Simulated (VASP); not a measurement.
# Be6S (P31m) in VASP: a series of runs

Be6S is run at these levels: PBE; tasks: single point, relaxation of cell and atoms.

Everything below comes from runs of VASP 6.6.1. Logs are shortened: lines on timing, memory, paths and dates and some standing lists are left out, and cuts for length are marked.

**1. The cell of the first run**

The structure is trigonal, space group P31m (No. 157). Conventional cell: a = 3.930 Å, b = 3.930 Å, c = 5.902 Å, α = 90.00°, β = 90.00°, γ = 120.00°. Within 3.0 Å of Be (site symmetry 3m) lie 1 S at 2.29 Å and 9 Be at 2.31 to 2.59 Å. Be (site symmetry m) has 1 S at 2.05 Å and 9 Be at 2.12 to 2.59 Å within 2.7 Å. Be (site symmetry 3) has 9 Be at 2.12 to 2.31 Å within 2.8 Å. Within 2.7 Å of S (site symmetry 3m) lie 4 Be at 2.05 to 2.29 Å.

**2. Single point, PBE**

INCAR reads:

```
SYSTEM = Be6S
PREC = Accurate ; ENCUT = 520
EDIFF = 1E-6 ; ISMEAR = 0
SIGMA = 0.2 ; LREAL = .False.
LASPH = .True. ; NELM = 100
ALGO = Normal ; ISIF = 2
LWAVE = .False. ; LCHARG = .False.
GGA = PE ; NBANDS = 18
```

KPOINTS reads:

```
Automatic mesh
0
Gamma
  5 5 3
  0 0 0
```

POSCAR reads:

```
Be6S
1.0
    3.9295590801      0.0000000000      0.0000000000
   -1.9647795401      3.4030979890      0.0000000000
    0.0000000000      0.0000000000      5.9024055282
Be S
6 1
Direct
    0.0000000000      0.0000000000      0.6595453931
    0.6353918222      0.6353918222      0.2949549482
    0.0000000000      0.3646081778      0.2949549482
    0.3646081778      0.0000000000      0.2949549482
    0.6666666667      0.3333333333      0.5842413792
    0.3333333333      0.6666666667      0.5842413792
    0.0000000000      0.0000000000      0.0471070039
```

Potentials or basis: VASP PAW PBE potentials, release 64 (Be, S).

Run with:

```console
$ cat potpaw_PBE.64/Be/POTCAR potpaw_PBE.64/S/POTCAR > POTCAR
$ mpirun -np 1 vasp_std > vasp.out
```

OUTCAR:

```text
SYSTEM = Be6S
   PREC = Accurate
   ENCUT = 520
   EDIFF = 1E-6
   ISMEAR = 0
   LREAL = .False.
   LASPH = .True.
   NELM = 100
   ISIF = 2
   GGA = PE

 ion  position               nearest neighbor table
   1  0.000  0.000  0.660-   7 2.29   6 2.31   5 2.31   6 2.31   5 2.31   5 2.31   6 2.31
   2  0.635  0.635  0.295-   7 2.05   5 2.12   6 2.12   4 2.17   3 2.17   4 2.17   3 2.17
   3  0.000  0.365  0.295-   7 2.05   5 2.12   6 2.12   4 2.17   4 2.17   2 2.17   2 2.17
   4  0.365  0.000  0.295-   7 2.05   6 2.12   5 2.12   3 2.17   3 2.17   2 2.17   2 2.17
   5  0.667  0.333  0.584-   3 2.12   4 2.12   2 2.12   6 2.27   6 2.27   6 2.27   1 2.31   1 2.31
                             1 2.31
   6  0.333  0.667  0.584-   4 2.12   3 2.12   2 2.12   5 2.27   5 2.27   5 2.27   1 2.31   1 2.31
                             1 2.31
   7  0.000  0.000  0.047-   2 2.05   3 2.05   4 2.05   1 2.29

  LATTYP: Found a hexagonal cell.
 ALAT       =     3.9295590801
 C/A-ratio  =     1.5020528787

  Lattice vectors:

 A1 = (   3.9295590801,   0.0000000000,   0.0000000000)
 A2 = (  -1.9647795401,   3.4030979890,   0.0000000000)
 A3 = (   0.0000000000,   0.0000000000,   5.9024055282)

Analysis of symmetry for initial positions (statically):
=====================================================================
 Subroutine PRICEL returns:
 Original cell was already a primitive cell.

 Routine SETGRP: Setting up the symmetry group for a
 hexagonal supercell.

 Subroutine GETGRP returns: Found  6 space group operations
 (whereof  6 operations were pure point group operations)
 out of a pool of 24 trial point group operations.

The static configuration has the point symmetry C_3v.

Analysis of symmetry for dynamics (positions and initial velocities):
=====================================================================
 Subroutine PRICEL returns:
 Original cell was already a primitive cell.

 Routine SETGRP: Setting up the symmetry group for a
 hexagonal supercell.

 Subroutine GETGRP returns: Found  6 space group operations
 (whereof  6 operations were pure point group operations)
 out of a pool of 24 trial point group operations.

The dynamic configuration has the point symmetry C_3v.

 Subroutine INISYM returns: Found  6 space group operations
 (whereof  6 operations are pure point group operations),
 and found     1 'primitive' translations

----------------------------------------------------------------------------------------

                                     Primitive cell

  volume of cell :      78.9309

  direct lattice vectors                    reciprocal lattice vectors
     3.929559080  0.000000000  0.000000000     0.254481477  0.146924949  0.000000000
    -1.964779540  3.403097989  0.000000000     0.000000000  0.293849899  0.000000000
     0.000000000  0.000000000  5.902405528     0.000000000  0.000000000  0.169422449

  length of vectors
     3.929559080  3.929559080  5.902405528     0.293849899  0.293849899  0.169422449

  position of ions in fractional coordinates (direct lattice)
     0.000000000  0.000000000  0.659545393
     0.635391822  0.635391822  0.294954948
     0.000000000  0.364608178  0.294954948
     0.364608178  0.000000000  0.294954948
     0.666666667  0.333333333  0.584241379
     0.333333333  0.666666667  0.584241379
     0.000000000  0.000000000  0.047107004

  ion indices of the primitive-cell ions
   primitive index   ion index
                 1           1
                 2           2
                 3           3
                 4           4
                 5           5
                 6           6
                 7           7

----------------------------------------------------------------------------------------

 KPOINTS: Automatic mesh

Automatic generation of k-mesh.
 Grid dimensions read from file:
 generate k-points for:    5    5    3

 Generating k-lattice:

  Cartesian coordinates                     Fractional coordinates (reciprocal lattice)
     0.050896295  0.029384990  0.000000000     0.200000000  0.000000000  0.000000000
     0.000000000  0.058769980  0.000000000     0.000000000  0.200000000  0.000000000
     0.000000000  0.000000000  0.056474150     0.000000000  0.000000000  0.333333333

  Length of vectors
     0.058769980  0.058769980  0.056474150

  Shift w.r.t. Gamma in fractional coordinates (k-lattice)
     0.000000000  0.000000000  0.000000000

 Subroutine IBZKPT returns following result:
 ===========================================

 Found     12 irreducible k-points:

 Following reciprocal coordinates:
            Coordinates               Weight
  0.000000  0.000000  0.000000      1.000000
  0.200000  0.000000  0.000000      6.000000
  0.400000  0.000000  0.000000      6.000000
  0.200000  0.200000  0.000000      6.000000
  0.400000  0.200000  0.000000      6.000000
  0.000000  0.000000  0.333333      2.000000
  0.200000  0.000000  0.333333     12.000000
  0.400000  0.000000  0.333333     12.000000
  0.200000  0.200000  0.333333      6.000000
 -0.200000  0.400000  0.333333      6.000000
  0.400000  0.200000  0.333333      6.000000
 -0.200000 -0.400000  0.333333      6.000000
   k-points           NKPTS =     12   k-points in BZ     NKDIM =     12   number of bands    NBANDS=     18
   number of dos      NEDOS =    301   number of ions     NIONS =      7
   total plane-waves  NPLWV =  43200
   dimension x,y,z NGX =    30 NGY =   30 NGZ =   48
   dimension x,y,z NGXF=    60 NGYF=   60 NGZF=   96
   ions per type =               6   1
   NGX,Y,Z   is equivalent  to a cutoff of  12.69, 12.69, 13.52 a.u.
   NGXF,Y,Z  is equivalent  to a cutoff of  25.38, 25.38, 27.04 a.u.
 SYSTEM =  Be6S
   PREC   = accura    normal or accurate (medium, high low for compatibility)
   ISTART =      0    job   : 0-new  1-cont  2-samecut
   ICHARG =      2    charge: 1-file 2-atom 10-const
   ISPIN  =      1    spin polarized calculation?
   LNONCOLLINEAR =      F non collinear calculations
   LSORBIT =      F    spin-orbit coupling
   LASPH  =      T    aspherical Exc in radial PAW
   ENCUT  =  520.0 eV  38.22 Ry    6.18 a.u.   7.31  7.31 10.97*2*pi/ulx,y,z
   NELM   =    100;   NELMIN=  2; NELMDL= -5     # of ELM steps
   EDIFF  = 0.1E-05   stopping-criterion for ELM
   LREAL  =      F    real-space projection
   EDIFFG = 0.1E-04   stopping-criterion for IOM
   NSW    =      0    number of steps for IOM
   IBRION =     -1    ionic relax: 0-MD 1-quasi-New 2-CG
   NFREE  =      0    steps in history (QN), initial steepest desc. (CG)
   ISIF   =      2    stress and relaxation
   ISYM   =      2    0-nonsym 1-usesym 2-fastsym
   POTIM  = 0.5000    time-step for ionic-motion
   TEBEG  =    0.0;   TEEND  =   0.0 temperature during run
   PSTRESS=    0.0 pullay stress
   NELECT =      18.0000    total number of electrons
   NUPDOWN=      -1.0000    fix difference up-down
   EMIN   =  10.00;   EMAX   =-10.00  energy-range for DOS
   EFERMI =   0.00;   METHOD = LEGACY
   ISMEAR =     0;   SIGMA  =   0.20  broadening in eV -4-tet -1-fermi 0-gaus
   EFERMI_NEDOS =   21; number of points for ismear=-14 and -15
   IALGO  =     38    algorithm
   IMIX   =      4    mixing-type and parameters
     AMIX     =   0.40;   BMIX     =  1.00
     AMIX_MAG =   1.60;   BMIX_MAG =  1.00
  volume/ion in A,a.u.               =      11.28        76.09
  Fermi-wavevector in a.u.,A,eV,Ry     =   1.000192  1.890088 13.611042  1.000383
  Thomas-Fermi vector in A             =   2.132532
   LORBIT       =      0    0 simple, 1 ext, 2 COOP (PROOUT), +10 PAW based schemes
   GGA     = PE    functional components
   LHFCALC =     F    Hartree Fock is set to
   AEXX    =    0.0000 exact exchange contribution
   IVDW    =     0    specifies the selected vdW correction
   LEPSILON=     F    determine dielectric tensor
   LRPA    =     F    only Hartree local field effects (RPA)
 non-spin polarized calculation
 Gauss-broadening in eV      SIGMA  =   0.20
  energy-cutoff  :      520.00
  volume of cell :       78.93
 maximum number of plane-waves:      2151
 NGX is ok and might be reduce to    30
   NGX = 15   NGY = 15   NGZ = 21

 number of electron      17.9999999 magnetization

 Free energy of the ion-electron system (eV)
  ---------------------------------------------------
  ext. energy  EPLUGINS =         0.00000000
  ---------------------------------------------------
  free energy    TOTEN  =       -26.04756963 eV

  energy without entropy =      -26.03859770  energy(sigma->0) =      -26.04308366

 E-fermi :   4.9149     XC(G=0):  -9.6133

 val. band max:        4.8696209238   @ k =   0.0000   0.0000   0.3333
 cond. band min:       4.9950371338   @ k =   0.0000   0.0000   0.0000
 fundamental gap:      0.1254162100
 Fermi energy:         4.9148670669

 k-point     1 :       0.0000    0.0000    0.0000
  band No.  band energies     occupation
      1      -9.7795      2.00000
      2      -3.8954      2.00000
      3      -1.9951      2.00000
      4       1.1027      2.00000
      5       1.1027      2.00000
      6       3.0805      2.00000
[... 10 lines left out ...]
     17      10.8102      0.00000
     18      10.8102      0.00000

 k-point     2 :       0.2000    0.0000    0.0000
  band No.  band energies     occupation
      1      -9.6244      2.00000
      2      -3.5984      2.00000
      3      -1.7534      2.00000
      4      -0.2156      2.00000
      5       0.7277      2.00000
      6       2.3161      2.00000
[... 10 lines left out ...]
     17      11.1688      0.00000
     18      11.7405      0.00000

 k-point     3 :       0.4000    0.0000    0.0000
  band No.  band energies     occupation
      1      -9.3423      2.00000
      2      -2.9459      2.00000
      3      -1.7097      2.00000
      4      -1.0138      2.00000
      5       0.1510      2.00000
      6       0.6627      2.00000
[... 160 lines left out ...]
 k-point    11 :       0.4000    0.2000    0.3333
  band No.  band energies     occupation
      1      -9.2414      2.00000
      2      -2.3578      2.00000
      3      -2.2583      2.00000
      4      -0.9895      2.00000
      5      -0.4695      2.00000
      6       0.4433      2.00000
[... 10 lines left out ...]
     17      12.7455      0.00000
     18      13.1407      0.00000

 k-point    12 :      -0.2000   -0.4000    0.3333
  band No.  band energies     occupation
      1      -9.2402      2.00000
      2      -2.3715      2.00000
      3      -2.2885      2.00000
      4      -1.0433      2.00000
      5      -0.4226      2.00000
      6       0.6008      2.00000
[... 10 lines left out ...]
     17      12.8247      0.00000
     18      13.1066      0.00000

------------------------ aborting loop because EDIFF is reached ----------------------------------------

  FORCE on cell =-STRESS in cart. coord.  units (eV):
  Direction    XX          YY          ZZ          XY          YZ          ZX
  --------------------------------------------------------------------------------------
  -------------------------------------------------------------------------------------
  Total       -0.0170870     -0.0170870     -0.0484247      0.0000000      0.0000000      0.0000000
  in kB       -0.3468401     -0.3468401     -0.9829479      0.0000000      0.0000000      0.0000000
  external PRESSURE =      -0.5588761 kB  Pullay stress =       0.0000000 kB

 VOLUME and BASIS-vectors are now :
 -----------------------------------------------------------------------------
  energy-cutoff  :      520.00
  volume of cell :       78.93
      direct lattice vectors                 reciprocal lattice vectors
     3.929559080  0.000000000  0.000000000     0.254481477  0.146924949  0.000000000
    -1.964779540  3.403097989  0.000000000     0.000000000  0.293849899  0.000000000
     0.000000000  0.000000000  5.902405528     0.000000000  0.000000000  0.169422449

 POSITION                                       TOTAL-FORCE (eV/Angst)
 -----------------------------------------------------------------------------------
      0.00000      0.00000      3.89290         0.000000      0.000000      0.035661
      1.24840      2.16230      1.74094         0.006195      0.010731     -0.025369
     -0.71637      1.24080      1.74094         0.006195     -0.010731     -0.025369
      1.43275      0.00000      1.74094        -0.012391     -0.000000     -0.025369
      1.96478      1.13437      3.44843         0.000000      0.000000      0.012067
     -0.00000      2.26873      3.44843        -0.000000      0.000000      0.012067
      0.00000      0.00000      0.27804        -0.000000     -0.000000      0.016312
 -----------------------------------------------------------------------------------
    total drift:                                0.000000      0.000000     -0.000213

  FREE ENERGIE OF THE ION-ELECTRON SYSTEM (eV)
  ---------------------------------------------------
  free  energy   TOTEN  =       -26.0475696309 eV

  energy  without entropy=      -26.0385976968  energy(sigma->0) =      -26.04308366
```

It took 11 s on 1 thread of Intel Xeon 6975P-C (Granite Rapids), shared host; peak memory 0.19 GiB.

What came out:

```
Free energy            : -26.0476 eV
Pressure               : -0.1 GPa
Largest force          : 0.036 eV/Å
Band gap on the k mesh : zero (band 9 reaches 5.00 eV, above the bottom of band 10 at 4.87 eV)
```

Forces in eV/Å, atoms in the order of the input:
```
Be   0.000  0.000  0.036
Be   0.006  0.011 -0.025
Be   0.006 -0.011 -0.025
Be  -0.012  0.000 -0.025
Be   0.000  0.000  0.012
Be   0.000  0.000  0.012
S    0.000  0.000  0.016
```

Levels at points of the mesh, in eV from the Fermi level:
| k point | band 7 | band 8 | band 9 | band 10 | band 11 | band 12 |
| --- | --- | --- | --- | --- | --- | --- |
| (0.00, 0.00, 0.00) | -0.95 | -0.24 | 0.08 | 0.08 | 0.92 | 0.92 |

Caveat: the k points lie up to 0.37 Å⁻¹ apart.

**3. Single point, PBE**

This run uses another cell than the first one, of 11.23 Å³/atom, 0.996 times its volume.

INCAR reads:

```
PREC = Accurate ; ENCUT = 520
EDIFF = 1E-7 ; ISMEAR = 0
SIGMA = 0.2 ; LREAL = F
LASPH = T ; NELM = 100
ALGO = Normal ; ISIF = 2
LWAVE = F ; LCHARG = F
GGA = PE ; NBANDS = 18
```

KPOINTS reads:

```
regular mesh
0
Gamma
  6 6 4
```

POSCAR reads:

```
Be6S
1.0
    3.9356916778      0.0000000000      0.0000000000
   -1.9678458389      3.4084089745      0.0000000000
    0.0000000000      0.0000000000      5.8612113310
Be S
6 1
Direct
    0.0000000000      0.0000000000      0.6586122742
    0.6343039498      0.6343039498      0.2950194471
    0.0000000000      0.3656960502      0.2950194471
    0.3656960502      1.0000000000      0.2950194471
    0.6666666667      0.3333333333      0.5853808729
    0.3333333333      0.6666666667      0.5853808729
    0.0000000000      1.0000000000      0.0455676386
```

Potentials or basis: VASP PAW PBE potentials, release 64 (Be, S).

Run with:

```console
$ cat potpaw_PBE.64/Be/POTCAR potpaw_PBE.64/S/POTCAR > POTCAR
$ mpirun -np 1 vasp_std > vasp.out
```

Wall time 16 s (1 thread of Intel Xeon 6975P-C (Granite Rapids), shared host); peak memory 0.2 GiB.

The run converged. Its results:

| Quantity | Value |
| --- | --- |
| Free energy | -26.0560 eV |
| Pressure | 0.1 GPa |
| Largest force | 0.053 eV/Å |
| Band gap on the k mesh | zero (band 9 reaches 5.01 eV, above the bottom of band 10 at 4.82 eV) |

Forces on the atoms (eV/Å):
```
Be   0.000  0.000  0.005
Be   0.017  0.029 -0.041
Be   0.017 -0.029 -0.041
Be  -0.034  0.000 -0.041
Be   0.000  0.000  0.041
Be   0.000  0.000  0.041
S    0.000  0.000  0.037
```

Stress tensor (GPa, compression positive):
```
-0.21  0.00  0.00
 0.00 -0.21  0.00
 0.00  0.00  0.61
```

Levels at points of the mesh, in eV from the Fermi level:
| k point | band 5 | band 6 | band 7 | band 8 | band 9 | band 10 | band 11 | band 12 | band 13 | band 14 |
| --- | --- | --- | --- | --- | --- | --- | --- | --- | --- | --- |
| (0.00, 0.00, 0.00) | -3.76 | -1.71 | -0.93 | -0.15 | 0.13 | 0.13 | 0.98 | 0.98 | 3.19 | 3.19 |
| (0.50, 0.00, 0.00) | -4.82 | -4.49 | -2.56 | -2.42 | -1.87 | 2.02 | 2.88 | 3.33 | 4.40 | 5.58 |
| (0.00, 0.00, 0.50) | -3.69 | -3.31 | -0.93 | -0.20 | -0.06 | -0.06 | 0.63 | 0.63 | 3.62 | 3.62 |
| (0.50, 0.00, 0.50) | -4.76 | -3.82 | -2.75 | -1.99 | -0.64 | 0.01 | 2.29 | 2.73 | 5.34 | 5.56 |

(Part 1 of 2 ends here.)
